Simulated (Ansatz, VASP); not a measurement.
## C in VASP and in Ansatz

```
C
1.0
     1.28943    0.74445    3.51436
    -1.28943    0.74445    3.51436
     0.00000   -1.48890    3.51436
C
2
Direct
  0.16400 0.16400 0.16400
  0.83600 0.83600 0.83600
```

Change from the starting cell: strain +0.050 along x and y, +0.050 along z, atoms carried along.

Alike in both runs: task single point; functional PBEsol; k mesh 15 × 15 × 15; occupations gaussian, width 0.05 eV; no spin polarisation.

|  | VASP | Ansatz |
| --- | --- | --- |
| version | VASP 6.6.1 | Ansatz 0.2.0 |
| potentials or method | VASP PAW PBE potentials, release 64 (C), cutoff 520 eV | scalar-relativistic, plane waves, PAW |
| valence electrons in the cell | 8 | 8 |

```csv
,VASP,Ansatz,Ansatz less VASP
gap on the k mesh at the Fermi level (eV),0.61,0.61,0.000
least direct gap on the mesh (eV),0.61,0.61,0.000
pressure (GPa),-30.5,-31.0,-0.45
"traceless stress, the component that is largest in VASP (GPa)",30.36,30.88,+0.520
rms of the force components (eV/Å),0.521,0.523,+0.0021
```

VASP's potentials were made for PBE, not for PBEsol. Atom by atom the forces differ by 0.002 eV/Å (rms over components). Both programs put the cell under strong tension, so it lies far from rest at this level.

Noted on VASP's run: the cell as given lies far from equilibrium.
